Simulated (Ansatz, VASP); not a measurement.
# PN: VASP beside Ansatz

```xyz
2
Lattice="2.9973 0.0000 0.0000 0.0000 2.9973 0.0000 0.0000 0.0000 3.9275" Properties=species:S:1:pos:R:3 pbc="T T T"
P     0.0000    0.0000    1.9638
N     1.4987    1.4987    1.9638
```

Alike in both runs: task single point; functional PBE; dispersion D3(BJ); k mesh 6 × 6 × 4; occupations gaussian, width 0.1 eV; collinear spin.

```csv
,VASP,Ansatz
version,VASP 6.6.1,Ansatz 0.2.0
potentials or method,"VASP PAW PBE potentials, release 64 (P, N), cutoff 520 eV","scalar-relativistic, plane waves, PAW"
valence electrons in the cell,10,10
```

|  | VASP | Ansatz | Ansatz less VASP |
| --- | --- | --- | --- |
| gap on the k mesh at the Fermi level (eV) | none | none | - |
| pressure (GPa) | -19.0 | -18.9 | +0.10 |
| traceless stress, the component that is largest in VASP (GPa) | 14.78 | 14.76 | -0.019 |
| net moment per atom (μB) | 0.02 | 0.05 | +0.036 |
| size of the moment on the site where the two differ most (μB) | 0.01 | 0.06 | +0.040 |

Site moments also hang on the region over which each program counts them. A gap of «none» marks a metal or a gap that the smearing closes.

The k mesh is coarse, so the values compare programs but aren't converged.
